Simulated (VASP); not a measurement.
Write the native input for VASP 6.6.1 that does the following.

* Task: single point
* Functional: PBE
* Potentials or basis: VASP PAW PBE potentials, release 64 (Hf_pv, C)
* Cutoff: 520 eV
* k mesh: 2 × 2 × 2
* Occupations: gaussian, width 0.05 eV
* Spin: collinear spin
* Dipole correction: no
* Further INCAR settings: LREAL = Auto; ALGO = Normal; EDIFF = 1e-07; NBANDS = 133

The structure of HfC47 (a cell with a defect) lies in POSCAR:

```
HfC47
1.0
    3.7050000000     -2.1390830000     -6.7900000000
    3.7050000000     -2.1390830000      6.7900000000
   -7.4100000000     -4.2781650000      0.0000000000
Hf C
1 47
Direct
    0.1578845706     -0.0314299201      0.0624246585
    0.5099336742      0.5326638754      0.0163852032
    0.6852005099      0.6842612575      0.8470775833
    0.1767202836      0.2027814116      0.8466879232
    0.3399476409      0.3687733401      0.6833357914
    0.8502754468      0.8498078145      0.6819736576
    0.0055517631      0.0328150194      0.5185472512
    0.5093322372      0.5260932994      0.5149284447
    0.6721446750      0.7001810680      0.3515912012
    0.1683288683      0.2020931074      0.3537727126
    0.3414111796      0.3716859510      0.1823726289
    0.8352021984      0.8637947487      0.1868659636
    0.7286063210      0.2277977315     -0.0190302684
    0.2414076286      0.7127611960     -0.0198746430
    0.3982913965      0.8914984892      0.8134511333
    0.8962295823      0.3913184705      0.8136629065
    0.0624397715      0.5593645335      0.6466602814
    0.5609503357      0.0623733066      0.6475792808
    0.7292224632      0.2281101894      0.4813681423
    0.2269252178      0.7296513859      0.4811186677
    0.4004612611      0.8894165764      0.3152537795
    0.8928585684      0.3965164821      0.3142933388
    0.0632079165      0.5577814237      0.1476444186
    0.5683194532      0.0565028764      0.1477370521
    0.1878617304      0.2087441602      0.0131313692
    0.6789148615      0.6917863679      0.0162598360
    0.8635955059      0.8240577105      0.8409656590
    0.3414681897      0.3696062187      0.8484507643
    0.5101183689      0.5281692614      0.6819243933
    1.0119430730      0.0261959701      0.6825352652
    0.1706858016      0.2041593111      0.5204207354
    0.6757393584      0.6939062433      0.5164176220
    0.8360087000      0.8665212559      0.3527451996
    0.3398484523      0.3641899452      0.3492705740
    0.5085622630      0.5377522908      0.1845807327
    1.0033146798      0.0287213465      0.1953779329
    0.5654028913      0.0588933347     -0.0193552545
    0.0665853656      0.5537145167     -0.0193185911
    0.2342659353      0.7214431041      0.8130780079
    0.7280384685      0.2284095668      0.8141568102
    0.8956424001      0.3931039125      0.6471272761
    0.3944461899      0.8951959316      0.6474470165
    0.5631001524      0.0609972758      0.4817983197
    0.0595247521      0.5632779159      0.4810351886
    0.2298765694      0.7259619751      0.3149269723
    0.7295583952      0.2283846245      0.3146859727
    0.8940028114      0.3950376026      0.1474663299
    0.4103103257      0.8810312205      0.1486119066
```

These files were run (other wordings do the same):

INCAR

```
SYSTEM = HfC47
PREC = Accurate
ENCUT = 520
EDIFF = 1E-7
ISMEAR = 0
SIGMA = 0.05
LREAL = Auto
LASPH = .TRUE.
NELM = 150
ALGO = Normal
ISIF = 2
LWAVE = .FALSE.
LCHARG = .FALSE.
ISPIN = 2
MAGMOM = 0.2 0 0 0 0 0 0 0 0 0 0 0 0 0 0 0 0 0 0 0 0 0 0 0 0.2 0 0.2 0 0 0 0 0 0 0 0 0.2 0 0 0 0 0 0 0 0 0 0 0 0
LORBIT = 11
LMAXMIX = 4
GGA = PE
NBANDS = 133
LUSENCCL = .FALSE.
```

KPOINTS

```
regular mesh
0
G
  2 2 2
  0 0 0
```

Potentials or basis: VASP PAW PBE potentials, release 64 (Hf_pv, C).

Launch:

```sh
$ cat potpaw_PBE.64/Hf_pv/POTCAR potpaw_PBE.64/C/POTCAR > POTCAR
$ mpirun -np 1 vasp_std > vasp.out
```

Results of the run:

```yaml
Pressure: 5.3 GPa
Largest_force: 0.083 eV/Å
Band_gap_on_the_k_mesh: 0.26 eV
Net_moment: 0.00 μB per cell
Valence_electrons_inside_the_program's_atomic_spheres: Hf 8.86; C 2.65, 2.63, 2.66, 2.68, 2.64, 2.67, 2.59 (each value once)
```

Caveat: the k points lie up to 0.48 Å⁻¹ apart; spin-orbit coupling is left out, which moves the levels of the heavy elements.

It took 5.5 min on 1 × NVIDIA H100 80GB with 1 thread of AMD EPYC 7R13 Processor (Zen 3), with other jobs on the host, peak memory 1.9 GiB.
